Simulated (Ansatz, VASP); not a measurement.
## BN: VASP beside Ansatz

File POSCAR:

```
BN
1.0
    2.5500000000      0.0000000000      0.0000000000
   -1.2750000000      2.2083647797      0.0000000000
    0.0000000000      0.0000000000      4.2100000000
B N
2 2
Direct
    0.3333333333      0.6666666667      0.0000000000
    0.6666666667      0.3333333333      0.5000000000
    0.3333333333      0.6666666667      0.3740000000
    0.6666666667      0.3333333333      0.8740000000
```

File INCAR.step1:

```
SYSTEM = BN
ALGO = Normal ; EDIFF = 1E-4
ENCUT = 520 ; GGA = PE
ISMEAR = 0 ; LASPH = .True.
LCHARG = .False. ; LREAL = .False.
LWAVE = .True. ; NBANDS = 16
NELM = 60 ; PREC = Accurate
SIGMA = 0.1
```

INCAR.step2

```
SYSTEM = BN
ALGO = Normal ; EDIFF = 1E-6
ENCUT = 520 ; ISIF = 2
ISMEAR = 0 ; ISTART = 1
LASPH = .True. ; LCHARG = .True.
LELF = .True. ; LMIXTAU = .True.
LREAL = .False. ; LVHAR = .True.
LWAVE = .False. ; METAGGA = R2SCAN
NBANDS = 16 ; NELM = 60
PREC = Accurate ; SIGMA = 0.1
```

Contents of KPOINTS:

```
k-points
0
Gamma
  9 9 4
  0 0 0
```

Input for Ansatz:

```yaml
crystal:
  lattice:
    - [2.55, 0.0, 0.0]
    - [-1.275, 2.2083647797, 0.0]
    - [0.0, 0.0, 4.21]
  atoms:
    - { symbol: B, position: [0.3333333333, 0.6666666667, 0.0] }
    - { symbol: B, position: [0.6666666667, 0.3333333333, 0.5] }
    - { symbol: "N", position: [0.3333333333, 0.6666666667, 0.374] }
    - { symbol: "N", position: [0.6666666667, 0.3333333333, 0.874] }
basis:
  ecutwfc: 500
kpoints:
  mp_grid: { grid: [9, 9, 4] }
hamiltonian:
  xc: r2scan
  pseudopotentials: { kind: paw, azcp: { folder: soft_1 } }
scf:
  occupations: { method: gaussian, width: 0.1 }
output:
  forces: true
  stress: true
  eigenvalues: true
```

Alike in both runs: task single point; functional r2SCAN; k mesh 9 × 9 × 4; occupations gaussian, width 0.1 eV; no spin polarisation.

|  | VASP | Ansatz |
| --- | --- | --- |
| version | VASP 6.6.1 | Ansatz 0.2.0 |
| potentials or method | VASP PAW PBE potentials, release 64 (B, N), cutoff 520 eV | scalar-relativistic, plane waves, PAW |
| valence electrons in the cell | 16 | 16 |

VASP gave:

* gap on the k mesh at the Fermi level (eV): 5.69
* least direct gap on the mesh (eV): 8.92
* pressure (GPa): -1.0
* traceless stress, the component that is largest in VASP (GPa): 1.19
* rms of the force components (eV/Å): 0.035

Q: Which values does Ansatz return?

A: gap on the k mesh at the Fermi level (eV): 5.72; least direct gap on the mesh (eV): 8.93; pressure (GPa): -2.3; traceless stress, the component that is largest in VASP (GPa): 1.19; rms of the force components (eV/Å): 0.037.

VASP's potentials were made for PBE, not for r2SCAN. Atom by atom the forces differ by 0.002 eV/Å (rms over components).
